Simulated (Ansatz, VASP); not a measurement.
**RuAu: VASP beside Ansatz**

The input INCAR:

```
SYSTEM = RuAu
ALGO = Normal
EDIFF = 1E-6
ENCUT = 520
GGA = PE
ISIF = 2
ISMEAR = -1
LASPH = .True.
LCHARG = .False.
LREAL = .False.
LWAVE = .False.
NBANDS = 20
NELM = 100
PREC = Accurate
SIGMA = 0.05
```

KPOINTS

```
k-points
0
Gamma
  8 8 8
  0 0 0
```

Contents of POSCAR:

```
RuAu
1.0
    3.1435690244      0.0000000000      0.0000000000
    0.0000000000      3.1435690244      0.0000000000
    0.0000000000      0.0000000000      3.1435690244
Ru Au
1 1
Direct
    0.0000000000      0.0000000000      0.0000000000
    0.5000000000      0.5000000000      0.5000000000
```

Contents of input.yaml:

```yaml
crystal:
  lattice:
    - [3.1435690244, 0.0, 0.0]
    - [0.0, 3.1435690244, 0.0]
    - [0.0, 0.0, 3.1435690244]
  atoms:
    - { symbol: Ru, position: [0.0, 0.0, 0.0] }
    - { symbol: Au, position: [0.5, 0.5, 0.5] }
hamiltonian:
  xc: pbe
  pseudopotentials: { kind: paw, azcp: { folder: soft_1 } }
kpoints:
  mp_grid: { grid: [8, 8, 8] }
scf:
  occupations: { method: fermi_dirac, width: 0.05 }
output:
  forces: true
  stress: true
  eigenvalues: true
  write_density: true
  write_potential: true
  elf: true
  volumetric_format: npy
```

Alike in both runs: task single point; functional PBE; k mesh 8 × 8 × 8; occupations fermi-dirac, width 0.05 eV; no spin polarisation.

```csv
,VASP,Ansatz
version,VASP 6.6.1,Ansatz 0.2.0
potentials or method,"VASP PAW PBE potentials, release 64 (Ru_pv, Au)",Ansatz PAW soft_1
plane-wave cutoff (eV),520,420
valence electrons in the cell,25,35
```

|  | VASP | Ansatz | Ansatz less VASP |
| --- | --- | --- | --- |
| gap on the k mesh at the Fermi level (eV) | none | none | - |
| pressure (GPa) | 4.6 | 4.8 | +0.29 |

A gap of «none» marks a metal or a gap that the smearing closes. With one functional, cell and mesh, what is left measures potentials, basis and numerics. VASP's potentials hold 25 valence electrons a cell and Ansatz's 35, so a difference there can come from the potentials and not from the codes.

Neither program's run includes spin-orbit coupling.
